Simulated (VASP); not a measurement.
A run of VASP 6.6.1:

File INCAR:

```
PREC = Accurate ; ENCUT = 600
EDIFF = 1E-7 ; ISMEAR = 0
SIGMA = 0.1 ; LREAL = False
LASPH = True ; NELM = 120
ALGO = Normal ; ISIF = 3
LWAVE = False ; LCHARG = False
GGA = PE ; IBRION = 2
NSW = 90 ; EDIFFG = -0.04
GGA_COMPAT = False ; NELMIN = 4
```

Contents of KPOINTS:

```
Automatic mesh
0
Gamma
  6 6 6
```

The input POSCAR:

```
AlNi
1.0
    4.6134353728      0.0000000000      0.0000000000
   -2.3067176864      3.9953522316      0.0000000000
    0.0000000000      0.0000000000      3.7222035394
Al Ni
3 3
Direct
    0.5000000000      0.0000000000      0.0000000000
    0.5000000000      0.5000000000      0.0000000000
    0.0000000000      0.5000000000      0.0000000000
    0.0000000000      0.0000000000      0.0000000000
    0.3333333333      0.6666666667      0.5000000000
    0.6666666667      0.3333333333      0.5000000000
```

Potentials or basis: VASP PAW PBE potentials, release 64 (Al, Ni).

Launch:

```bash
$ cat potpaw_PBE.64/Al/POTCAR potpaw_PBE.64/Ni/POTCAR > POTCAR
$ mpirun -np 1 vasp_std > vasp.out
```

Hardware: 1 thread of Intel(R) Xeon(R) 6975P-C (Granite Rapids), with other jobs on the host.

Task: Estimate the wall time of this run.

Result: It took 4.4 min on 1 thread of Intel(R) Xeon(R) 6975P-C (Granite Rapids), on a shared host, peak memory 0.23 GiB. Counts: scf iterations 110, k points 28, ion steps 8.
